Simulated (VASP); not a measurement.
Write the native input for VASP 6.6.1 that does the following.

```yaml
Task: single point
Functional: HSE06
Potentials_or_basis: VASP PAW PBE potentials, release 64 (Pt)
Cutoff: 520 eV
k_mesh: 6 × 6 × 6
Occupations: fermi-dirac, width 0.1 eV
Spin: no spin polarisation
Dipole_correction: no
Grid_for_exact_exchange_PRECFOCK: Normal
Further_INCAR_settings: ALGO = Normal; EDIFF = 1e-07; NBANDS = 11
Screening_parameter: 0.2079 1/Å
```

The system is Pt.

```xyz
1
Lattice="0.0000 1.9717 1.9717 1.9717 0.0000 1.9717 1.9717 1.9717 0.0000" Properties=species:S:1:pos:R:3 pbc="T T T"
Pt    0.0000    0.0000    0.0000
```

These files were run (other wordings do the same):

POSCAR

```
Pt
1.0
    0.0000000000      1.9716774509      1.9716774509
    1.9716774509      0.0000000000      1.9716774509
    1.9716774509      1.9716774509      0.0000000000
Pt
1
Direct
    0.0000000000      0.0000000000      0.0000000000
```

INCAR.step1

```
SYSTEM = Pt
PREC = Accurate
ENCUT = 520
EDIFF = 1E-5
ISMEAR = -1
SIGMA = 0.1
LREAL = .False.
LASPH = .True.
NELM = 60
ALGO = Normal
ISIF = 2
LWAVE = .True.
LCHARG = .False.
GGA = PE
NBANDS = 11
```

INCAR.step2

```
SYSTEM = Pt
PREC = Accurate
ENCUT = 520
EDIFF = 1E-7
ISMEAR = -1
SIGMA = 0.1
LREAL = .False.
LASPH = .True.
NELM = 60
ALGO = Normal
ISIF = 2
LWAVE = .False.
LCHARG = .False.
GGA = PE
LHFCALC = .True.
HFSCREEN = 0.2079
PRECFOCK = Normal
ISTART = 1
NBANDS = 11
```

KPOINTS

```
regular mesh
0
Gamma
  6 6 6
  0 0 0
```

Potentials or basis: VASP PAW PBE potentials, release 64 (Pt).

Run with:

```console
$ cat potpaw_PBE.64/Pt/POTCAR > POTCAR
$ cp INCAR.step1 INCAR
$ mpirun -np 1 vasp_std > vasp.out
$ cp INCAR.step2 INCAR
$ mpirun -np 1 vasp_std > vasp.out
```

It gave:

```json
{"Pressure": "-5.6 GPa", "Band gap on the k mesh": "zero (band 5 reaches 10.96 eV, above the bottom of band 6 at 8.04 eV)"}
```

Caveat: the k points lie up to 0.46 Å⁻¹ apart; the PAW data sets were made with another functional, which shifts forces and pressure a little; spin-orbit coupling is left out, which moves the levels of the heavy elements.

Wall time 5.6 min on 1 thread of Intel(R) Xeon(R) 6975P-C (Granite Rapids), with other jobs on the host, peak memory 0.25 GiB.
